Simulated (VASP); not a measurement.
# TiAl (P-6m2) in VASP: notebook

Runs on TiAl. Level: PBEsol. Tasks: single point.

Program: VASP 6.6.1. These are calculated values, not measurements. Logs are shortened: lines on timing, memory, paths and dates and some standing lists are left out, and cuts for length are marked.

## (1) The cell of the first run

Symmetry: P-6m2, No. 187, hexagonal system. The conventional cell has a = 2.848 Å, b = 2.848 Å, c = 4.620 Å, α = 90.00°, β = 90.00°, γ = 120.00°. Ti (site symmetry -6m2) has 6 Al at 2.84 Å and 6 Ti at 2.85 Å within 3.7 Å. Al (site symmetry -6m2) has 6 Ti at 2.84 Å and 6 Al at 2.85 Å within 3.7 Å.

## (2) Single point, PBEsol

INCAR

```
SYSTEM = TiAl
PREC = Accurate
ENCUT = 520
EDIFF = 1E-6
ISMEAR = 0
SIGMA = 0.15
LREAL = .False.
LASPH = .True.
NELM = 60
ALGO = Normal
ISIF = 2
LWAVE = .False.
LCHARG = .False.
GGA = PS
NBANDS = 14
```

KPOINTS

```
Automatic mesh
0
Gamma
  12 12 8
  0 0 0
```

POSCAR

```
TiAl
1.0
    2.8478212845      0.0000000000      0.0000000000
   -1.4239106422      2.4662855778      0.0000000000
    0.0000000000      0.0000000000      4.6199447397
Ti Al
1 1
Direct
    0.0000000000      0.0000000000      0.0000000000
    0.3333333333      0.6666666667      0.5000000000
```

Potentials or basis: VASP PAW PBE potentials, release 64 (Ti_sv, Al).

Command:

```
> cat potpaw_PBE.64/Ti_sv/POTCAR potpaw_PBE.64/Al/POTCAR > POTCAR
> mpirun -np 1 vasp_std > vasp.out
```

OUTCAR:

```text
SYSTEM = TiAl
   PREC = Accurate
   ENCUT = 520
   EDIFF = 1E-6
   ISMEAR = 0
   LREAL = .False.
   LASPH = .True.
   NELM = 60
   ISIF = 2
   GGA = PS

 ion  position               nearest neighbor table
   1  0.000  0.000  0.000-   2 2.84   2 2.84   2 2.84   2 2.84   2 2.84   2 2.84
   2  0.333  0.667  0.500-   1 2.84   1 2.84   1 2.84   1 2.84   1 2.84   1 2.84

  LATTYP: Found a hexagonal cell.
 ALAT       =     2.8478212845
 C/A-ratio  =     1.6222734077

  Lattice vectors:

 A1 = (   2.8478212845,   0.0000000000,   0.0000000000)
 A2 = (  -1.4239106422,   2.4662855778,   0.0000000000)
 A3 = (   0.0000000000,   0.0000000000,   4.6199447397)

Analysis of symmetry for initial positions (statically):
=====================================================================
 Subroutine PRICEL returns:
 Original cell was already a primitive cell.

 Routine SETGRP: Setting up the symmetry group for a
 hexagonal supercell.

 Subroutine GETGRP returns: Found 12 space group operations
 (whereof 12 operations were pure point group operations)
 out of a pool of 24 trial point group operations.

The static configuration has the point symmetry D_3h.

Analysis of symmetry for dynamics (positions and initial velocities):
=====================================================================
 Subroutine PRICEL returns:
 Original cell was already a primitive cell.

 Routine SETGRP: Setting up the symmetry group for a
 hexagonal supercell.

 Subroutine GETGRP returns: Found 12 space group operations
 (whereof 12 operations were pure point group operations)
 out of a pool of 24 trial point group operations.

The dynamic configuration has the point symmetry D_3h.

 Subroutine INISYM returns: Found 12 space group operations
 (whereof 12 operations are pure point group operations),
 and found     1 'primitive' translations

----------------------------------------------------------------------------------------

                                     Primitive cell

  volume of cell :      32.4484

  direct lattice vectors                    reciprocal lattice vectors
     2.847821285  0.000000000  0.000000000     0.351145630  0.202734024  0.000000000
    -1.423910642  2.466285578  0.000000000     0.000000000  0.405468048  0.000000000
     0.000000000  0.000000000  4.619944740     0.000000000  0.000000000  0.216452805

  length of vectors
     2.847821285  2.847821284  4.619944740     0.405468048  0.405468048  0.216452805

  position of ions in fractional coordinates (direct lattice)
     0.000000000  0.000000000  0.000000000
     0.333333333  0.666666667  0.500000000

  ion indices of the primitive-cell ions
   primitive index   ion index
                 1           1
                 2           2

----------------------------------------------------------------------------------------

 KPOINTS: Automatic mesh

Automatic generation of k-mesh.
 Grid dimensions read from file:
 generate k-points for:   12   12    8

 Generating k-lattice:

  Cartesian coordinates                     Fractional coordinates (reciprocal lattice)
     0.029262136  0.016894502  0.000000000     0.083333333 -0.000000000  0.000000000
     0.000000000  0.033789004  0.000000000     0.000000000  0.083333333  0.000000000
     0.000000000  0.000000000  0.027056601     0.000000000  0.000000000  0.125000000

  Length of vectors
     0.033789004  0.033789004  0.027056601

  Shift w.r.t. Gamma in fractional coordinates (k-lattice)
     0.000000000  0.000000000  0.000000000

 Subroutine IBZKPT returns following result:
 ===========================================

 Found     95 irreducible k-points:

 Following reciprocal coordinates:
            Coordinates               Weight
  0.000000  0.000000  0.000000      1.000000
  0.083333  0.000000  0.000000      6.000000
  0.166667  0.000000  0.000000      6.000000
  0.250000 -0.000000  0.000000      6.000000
  0.333333  0.000000  0.000000      6.000000
  0.416667 -0.000000  0.000000      6.000000
[... 16 lines left out ...]
  0.250000 -0.000000  0.125000     12.000000
  0.333333  0.000000  0.125000     12.000000
 [... further k-points ...]
   k-points           NKPTS =     95   k-points in BZ     NKDIM =     95   number of bands    NBANDS=     14
   number of dos      NEDOS =    301   number of ions     NIONS =      2
   total plane-waves  NPLWV =  20736
   dimension x,y,z NGX =    24 NGY =   24 NGZ =   36
   dimension x,y,z NGXF=    48 NGYF=   48 NGZF=   72
   ions per type =               1   1
   NGX,Y,Z   is equivalent  to a cutoff of  14.01, 14.01, 12.95 a.u.
   NGXF,Y,Z  is equivalent  to a cutoff of  28.02, 28.02, 25.91 a.u.
 SYSTEM =  TiAl
   PREC   = accura    normal or accurate (medium, high low for compatibility)
   ISTART =      0    job   : 0-new  1-cont  2-samecut
   ICHARG =      2    charge: 1-file 2-atom 10-const
   ISPIN  =      1    spin polarized calculation?
   LNONCOLLINEAR =      F non collinear calculations
   LSORBIT =      F    spin-orbit coupling
   LASPH  =      T    aspherical Exc in radial PAW
   ENCUT  =  520.0 eV  38.22 Ry    6.18 a.u.   5.30  5.30  8.59*2*pi/ulx,y,z
   NELM   =     60;   NELMIN=  2; NELMDL= -5     # of ELM steps
   EDIFF  = 0.1E-05   stopping-criterion for ELM
   LREAL  =      F    real-space projection
   EDIFFG = 0.1E-04   stopping-criterion for IOM
   NSW    =      0    number of steps for IOM
   IBRION =     -1    ionic relax: 0-MD 1-quasi-New 2-CG
   NFREE  =      0    steps in history (QN), initial steepest desc. (CG)
   ISIF   =      2    stress and relaxation
   ISYM   =      2    0-nonsym 1-usesym 2-fastsym
   POTIM  = 0.5000    time-step for ionic-motion
   TEBEG  =    0.0;   TEEND  =   0.0 temperature during run
   PSTRESS=    0.0 pullay stress
   NELECT =      15.0000    total number of electrons
   NUPDOWN=      -1.0000    fix difference up-down
   EMIN   =  10.00;   EMAX   =-10.00  energy-range for DOS
   EFERMI =   0.00;   METHOD = LEGACY
   ISMEAR =     0;   SIGMA  =   0.15  broadening in eV -4-tet -1-fermi 0-gaus
   EFERMI_NEDOS =   21; number of points for ismear=-14 and -15
   IALGO  =     38    algorithm
   IMIX   =      4    mixing-type and parameters
     AMIX     =   0.40;   BMIX     =  1.00
     AMIX_MAG =   1.60;   BMIX_MAG =  1.00
  volume/ion in A,a.u.               =      16.22       109.49
  Fermi-wavevector in a.u.,A,eV,Ry     =   1.265827  2.392066 21.800854  1.602318
  Thomas-Fermi vector in A             =   2.399060
   LORBIT       =      0    0 simple, 1 ext, 2 COOP (PROOUT), +10 PAW based schemes
   GGA     = PS    functional components
   LHFCALC =     F    Hartree Fock is set to
   AEXX    =    0.0000 exact exchange contribution
   IVDW    =     0    specifies the selected vdW correction
   LEPSILON=     F    determine dielectric tensor
   LRPA    =     F    only Hartree local field effects (RPA)
 non-spin polarized calculation
 Gauss-broadening in eV      SIGMA  =   0.15
  energy-cutoff  :      520.00
  volume of cell :       32.45
 maximum number of plane-waves:       885
 NGX is ok and might be reduce to    24
   NGX = 11   NGY = 11   NGZ = 17

 number of electron      15.0000005 magnetization

 Free energy of the ion-electron system (eV)
  ---------------------------------------------------
  ext. energy  EPLUGINS =         0.00000000
  ---------------------------------------------------
  free energy    TOTEN  =       -12.94283455 eV

  energy without entropy =      -12.91088744  energy(sigma->0) =      -12.92686099

 E-fermi :   8.0446     XC(G=0): -11.1443

 val. band max:        8.0405653821   @ k =   0.3333   0.3333   0.3750
 cond. band min:       8.0447445267   @ k =   0.3333   0.3333   0.5000
 fundamental gap:      0.0041791445
 Fermi energy:         8.0445720864

 k-point     1 :       0.0000    0.0000    0.0000
  band No.  band energies     occupation
      1     -48.1892      2.00000
      2     -24.6177      2.00000
      3     -24.1698      2.00000
      4     -24.1698      2.00000
      5      -0.9975      2.00000
      6       5.7279      2.00000
      7       6.2474      2.00000
      8       9.3481      0.00000
      9       9.3481      0.00000
     10      10.8745      0.00000
     11      10.8745      0.00000
     12      12.1346      0.00000
     13      21.0565      0.00000
     14      21.0565      0.00000

 k-point     2 :       0.0833    0.0000    0.0000
  band No.  band energies     occupation
      1     -48.1823      2.00000
      2     -24.6108      2.00000
      3     -24.2129      2.00000
      4     -24.1795      2.00000
      5      -0.8221      2.00000
      6       5.9182      2.00000
      7       6.2626      2.00000
      8       9.1781      0.00000
      9       9.4928      0.00000
     10      10.8247      0.00000
     11      10.9169      0.00000
     12      12.1745      0.00000
     13      18.8425      0.00000
     14      19.8399      0.00000

 k-point     3 :       0.1667    0.0000    0.0000
  band No.  band energies     occupation
      1     -48.1632      2.00000
      2     -24.5920      2.00000
      3     -24.3296      2.00000
      4     -24.2059      2.00000
      5      -0.3029      2.00000
      6       6.3031      2.00000
      7       6.4268      2.00000
      8       8.7655      0.00000
      9       9.9075      0.00000
     10      10.6912      0.00000
     11      11.0554      0.00000
     12      12.2711      0.00000
     13      16.1008      0.00000
     14      18.5575      0.00000
[... 324 lines left out ...]
 k-point    23 :       0.2500   -0.0000    0.1250
  band No.  band energies     occupation
      1     -48.1369      2.00000
      2     -24.5668      2.00000
      3     -24.4865      2.00000
      4     -24.2417      2.00000
      5       0.6239      2.00000
      6       5.9125      2.00000
      7       7.2794      2.00000
      8       8.3782      0.00166
      9      10.4852      0.00000
     10      10.5401      0.00000
     11      10.7438      0.00000
     12      12.8794      0.00000
     13      14.1972      0.00000
     14      17.6382      0.00000

 k-point    24 :       0.3333    0.0000    0.1250
  band No.  band energies     occupation
      1     -48.1105      2.00000
      2     -24.6408      2.00000
      3     -24.5409      2.00000
      4     -24.2773      2.00000
      5       1.7504      2.00000
      6       6.1777      2.00000
      7       7.1653      2.00000
      8       8.0363      1.06192
      9      10.3157      0.00000
     10      10.8542      0.00000
     11      11.2487      0.00000
     12      12.0456      0.00000
     13      14.0213      0.00000
     14      16.8604      0.00000

 [... further k-points ...]
[... 5 lines left out ...]
  --------------------------------------------------------------------------------------
  -------------------------------------------------------------------------------------
  Total        0.0148154      0.0148154     -0.0242720      0.0000000     -0.0000000      0.0000000
  in kB        0.7315283      0.7315283     -1.1984601      0.0000000     -0.0000000      0.0000000
  external PRESSURE =       0.0881988 kB  Pullay stress =       0.0000000 kB

 VOLUME and BASIS-vectors are now :
 -----------------------------------------------------------------------------
  energy-cutoff  :      520.00
  volume of cell :       32.45
      direct lattice vectors                 reciprocal lattice vectors
     2.847821285  0.000000000  0.000000000     0.351145630  0.202734024  0.000000000
    -1.423910642  2.466285578  0.000000000     0.000000000  0.405468048  0.000000000
     0.000000000  0.000000000  4.619944740     0.000000000  0.000000000  0.216452805

 POSITION                                       TOTAL-FORCE (eV/Angst)
 -----------------------------------------------------------------------------------
      0.00000      0.00000      0.00000        -0.000000      0.000000      0.000000
     -0.00000      1.64419      2.30997         0.000000      0.000000      0.000000
 -----------------------------------------------------------------------------------
    total drift:                                0.000000     -0.000000      0.000000

  FREE ENERGIE OF THE ION-ELECTRON SYSTEM (eV)
  ---------------------------------------------------
  free  energy   TOTEN  =       -12.9428345494 eV

  energy  without entropy=      -12.9108874403  energy(sigma->0) =      -12.92686099
```

Wall time 24 s (1 thread of Intel Xeon Platinum 8488C (Sapphire Rapids), shared host); peak memory 0.18 GiB.

Results:

```yaml
Free_energy: -12.9428 eV
Pressure: 0.0 GPa
```

Stress tensor (GPa, compression positive):
```
 0.07  0.00  0.00
 0.00  0.07  0.00
 0.00  0.00 -0.12
```

Caveat: the PAW data sets were made with another functional, which shifts forces and pressure a little.

## (3) Single point, PBEsol

INCAR

```
SYSTEM = TiAl
  ALGO = Normal
  EDIFF = 1E-7
  ENCUT = 520
  GGA = PS
  ISIF = 2
  ISMEAR = 0
  LASPH = .True.
  LCHARG = .True.
  LELF = .True.
  LREAL = .False.
  LVHAR = .True.
  LWAVE = .False.
  NBANDS = 14
  NELM = 80
  PREC = Accurate
  SIGMA = 0.1
```

KPOINTS

```
k-points
0
Gamma
  18 18 10
  0 0 0
```

POSCAR

```
TiAl
1.0
    2.8478212847      0.0000000000      0.0000000000
   -1.4239106423      2.4662855780      0.0000000000
    0.0000000000      0.0000000000      4.6199447399
Ti Al
1 1
Direct
    0.0000000000      0.0000000000      0.0000000000
    0.3333333333      0.6666666667      0.5000000000
```

Potentials or basis: VASP PAW PBE potentials, release 64 (Ti_sv, Al).

Command:

```
> cat potpaw_PBE.64/Ti_sv/POTCAR potpaw_PBE.64/Al/POTCAR > POTCAR
> mpirun -np 1 vasp_std > vasp.out
```

Run time: 73 s. Hardware: 1 thread of AMD EPYC 7R13 (Zen 3), shared host; peak memory 0.2 GiB.

The run converged. Its results:

```
Free energy : -12.9396 eV
Pressure    : 0.0 GPa
```

Stress tensor (GPa, compression positive):
```
-0.05  0.00  0.00
 0.00 -0.05  0.00
 0.00  0.00  0.04
```

Levels at points of the mesh, in eV from the Fermi level:
| k point | band 4 | band 5 | band 6 | band 7 | band 8 | band 9 | band 10 | band 11 |
| --- | --- | --- | --- | --- | --- | --- | --- | --- |
| (0.00, 0.00, 0.00) | -32.21 | -9.03 | -2.31 | -1.78 | 1.31 | 1.31 | 2.84 | 2.84 |
| (0.50, 0.00, 0.00) | -32.35 | -3.76 | -2.82 | -1.58 | -1.01 | 2.14 | 4.08 | 4.21 |
| (0.00, 0.00, 0.50) | -32.21 | -8.09 | -5.32 | -0.42 | 1.32 | 1.32 | 2.75 | 2.75 |
| (0.50, 0.00, 0.50) | -32.35 | -3.71 | -2.40 | -1.86 | 0.58 | 0.98 | 1.93 | 3.08 |

Caveat: the PAW data sets were made with another functional, which shifts forces and pressure a little.
